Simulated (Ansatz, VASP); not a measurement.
SrNiPt3 in VASP and in Ansatz

```
Sr Ni Pt
1.0
     4.39841    0.00000    0.00000
     0.00000    4.39841    0.00000
     0.00000    0.00000    5.03651
Sr Ni Pt
1 1 3
Direct
  0.00000 0.00000 0.89951
  0.50000 0.50000 0.63730
  0.50000 0.50000 0.10838
  0.00000 0.50000 0.40740
  0.50000 0.00000 0.40740
```

Alike in both runs: functional PBE; k mesh 4 × 4 × 4; occupations gaussian, width 0.1 eV; collinear spin.

Ansatz relaxed the structure, and its values are those at the end. VASP's run is a single point on that final structure, the one shown.

```csv
,VASP,Ansatz
version,VASP 6.6.1,Ansatz 0.2.0
potentials or method,"VASP PAW PBE potentials, release 64 (Sr_sv, Ni, Pt), cutoff 520 eV","scalar-relativistic, plane waves, PAW"
valence electrons in the cell,50,82
```

|  | VASP | Ansatz | Ansatz less VASP |
| --- | --- | --- | --- |
| gap on the k mesh at the Fermi level (eV) | none | none | - |
| pressure (GPa) | 0.0 | 0.0 | +0.07 |
| rms of the force components (eV/Å) | 0.007 | 0.003 | -0.0048 |
| net moment per atom (μB) | 0.00 | 0.00 | -0.005 |

A gap of «none» marks a metal or a gap that the smearing closes. The functional is the same, so the differences come from potentials, cutoffs and numerics. VASP's potentials hold 50 valence electrons a cell and Ansatz's 82, so a difference there can come from the potentials and not from the codes. Ansatz's warnings: seeded moment not kept.

Spin-orbit coupling is off throughout.
